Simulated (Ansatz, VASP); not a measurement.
SiO2: VASP beside Ansatz

The input POSCAR:

```
SiO2
1.0
    4.9791653256      0.0000000000      0.0000000000
    0.0000000000      4.9791653256      0.0000000000
    0.0000000000      0.0000000000      6.9148709668
Si O
4 8
Direct
    0.3024592541      0.3024592541      0.0000000000
    0.1975407459      0.8024592541      0.2500000000
    0.6975407459      0.6975407459      0.5000000000
    0.8024592541      0.1975407459      0.7500000000
    0.2381682781      0.1092716079      0.1814551378
    0.3907283921      0.7381682781      0.4314551378
    0.7618317219      0.8907283921      0.6814551378
    0.6092716079      0.2618317219      0.9314551378
    0.7381682781      0.3907283921      0.5685448622
    0.8907283921      0.7618317219      0.3185448622
    0.2618317219      0.6092716079      0.0685448622
    0.1092716079      0.2381682781      0.8185448622
```

INCAR.step1

```
SYSTEM = SiO2
ALGO     = Normal         ! electronic algorithm
EDIFF    = 1E-4           ! SCF threshold, eV
ENCUT    = 520            ! plane-wave cutoff, eV
GGA      = PE             ! functional
ISMEAR   = 0              ! smearing method
LASPH    = .TRUE.         ! aspherical terms in the spheres
LCHARG   = .FALSE.        ! write CHGCAR
LREAL    = .FALSE.        ! projectors in reciprocal space
LWAVE    = .TRUE.         ! write WAVECAR
NBANDS   = 44             ! bands
NELM     = 60             ! most SCF steps
PREC     = Accurate       ! precision mode
SIGMA    = 0.01           ! smearing width, eV
```

Contents of INCAR.step2:

```
SYSTEM = SiO2
ALGO     = Normal         ! electronic algorithm
EDIFF    = 1E-6           ! SCF threshold, eV
ENCUT    = 520            ! plane-wave cutoff, eV
ISIF     = 2              ! what is computed and relaxed
ISMEAR   = 0              ! smearing method
ISTART   = 1            
LASPH    = .TRUE.         ! aspherical terms in the spheres
LCHARG   = .TRUE.         ! write CHGCAR
LELF     = .TRUE.         ! ELF
LMIXTAU  = .TRUE.       
LREAL    = .FALSE.        ! projectors in reciprocal space
LVHAR    = .TRUE.       
LWAVE    = .FALSE.        ! write WAVECAR
METAGGA  = R2SCAN         ! meta-GGA
NBANDS   = 44             ! bands
NELM     = 60             ! most SCF steps
PREC     = Accurate       ! precision mode
SIGMA    = 0.01           ! smearing width, eV
```

KPOINTS

```
k-points
0
G
  6 6 4
  0 0 0
```

Input for Ansatz:

```yaml
crystal:
  lattice:
    - [4.9791653256, 0.0, 0.0]
    - [0.0, 4.9791653256, 0.0]
    - [0.0, 0.0, 6.9148709668]
  atoms:
    - { symbol: Si, position: [0.3024592541, 0.3024592541, 0.0] }
    - { symbol: Si, position: [0.1975407459, 0.8024592541, 0.25] }
    - { symbol: Si, position: [0.6975407459, 0.6975407459, 0.5] }
    - { symbol: Si, position: [0.8024592541, 0.1975407459, 0.75] }
    - { symbol: O, position: [0.2381682781, 0.1092716079, 0.1814551378] }
    - { symbol: O, position: [0.3907283921, 0.7381682781, 0.4314551378] }
    - { symbol: O, position: [0.7618317219, 0.8907283921, 0.6814551378] }
    - { symbol: O, position: [0.6092716079, 0.2618317219, 0.9314551378] }
    - { symbol: O, position: [0.7381682781, 0.3907283921, 0.5685448622] }
    - { symbol: O, position: [0.8907283921, 0.7618317219, 0.3185448622] }
    - { symbol: O, position: [0.2618317219, 0.6092716079, 0.0685448622] }
    - { symbol: O, position: [0.1092716079, 0.2381682781, 0.8185448622] }
kpoints:
  mp_grid: { grid: [6, 6, 4] }
  band_path:
    path:
      - [0.0, 0.0, 0.0]
      - [0.0, 0.5, 0.0]
      - [0.5, 0.5, 0.0]
      - [0.0, 0.0, 0.5]
      - [0.0, 0.5, 0.5]
      - [0.5, 0.5, 0.5]
    npoints: 1
hamiltonian:
  xc: r2scan
scf:
  occupations: { method: fixed }
  n_extra_bands: 7
output:
  forces: true
  stress: true
  eigenvalues: true
  write_density: true
  write_potential: true
  elf: true
  volumetric_format: npy
```

Alike in both runs: task single point; functional r2SCAN; k mesh 6 × 6 × 4; no spin polarisation.

|  | VASP | Ansatz |
| --- | --- | --- |
| version | VASP 6.6.1 | Ansatz 0.2.0 |
| potentials or method | VASP PAW PBE potentials, release 64 (Si, O) | plane waves, PAW |
| plane-wave cutoff (eV) | 520 | 500 |
| occupations | gaussian, width 0.01 eV | fixed |
| valence electrons in the cell | 64 | 64 |

|  | VASP | Ansatz | Ansatz less VASP |
| --- | --- | --- | --- |
| gap on the k mesh at the Fermi level (eV) | 6.35 | 6.35 | -0.001 |
| pressure (GPa) | 0.2 | 0.0 | -0.20 |
| rms of the force components (eV/Å) | 0.009 | 0.001 | -0.0081 |

VASP's potentials were made for PBE, not for r2SCAN. Atom by atom the forces differ by 0.009 eV/Å (rms over components).
